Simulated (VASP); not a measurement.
Input of a VASP 6.6.1 run:

Contents of INCAR:

```
SYSTEM = Na6Bi
PREC = Accurate ; ENCUT = 520
EDIFF = 1E-6 ; ISMEAR = 0
SIGMA = 0.1 ; LREAL = .False.
LASPH = .True. ; NELM = 60
ALGO = Normal ; ISIF = 2
LWAVE = .False. ; LCHARG = .False.
GGA = PE ; NBANDS = 38
```

Contents of KPOINTS:

```
Automatic mesh
0
Gamma
  6 6 1
  0 0 0
```

The input POSCAR:

```
Na6Bi
1.0
    3.8403028600      0.0000000000      0.0000000000
   -1.9201514300      3.3257998400      0.0000000000
    0.0000000000      0.0000000000     20.5097359000
Na Bi
6 1
Direct
    0.3333333300      0.6666666700      0.6338573300
    0.6666666700      0.3333333300      0.7803144000
    0.3333333300      0.6666666700      0.9267714700
    0.6666666700      0.3333333300      0.0732285300
    0.3333333300      0.6666666700      0.2196856000
    0.6666666700      0.3333333300      0.3661426700
    0.0000000000      0.0000000000      0.5000000000
```

Potentials or basis: VASP PAW PBE potentials, release 64 (Na_pv, Bi_d).

Launch:

```bash
$ cat potpaw_PBE.64/Na_pv/POTCAR potpaw_PBE.64/Bi_d/POTCAR > POTCAR
$ mpirun -np 1 vasp_std > vasp.out
```

Task: Estimate the largest force.

Result: 0.354 eV/Å.

Task: Predict the pressure.

Result: -1.0 GPa.

Task: What does it give for the band gap on the k mesh?

Result: Zero (an odd number of electrons rules out a gap without spin polarisation).

Stress tensor (GPa, compression positive):
```
-1.19  0.00  0.00
 0.00 -1.19  0.00
 0.00  0.00 -0.57
```

Caveat: spin-orbit coupling is left out, which moves the levels of the heavy elements.
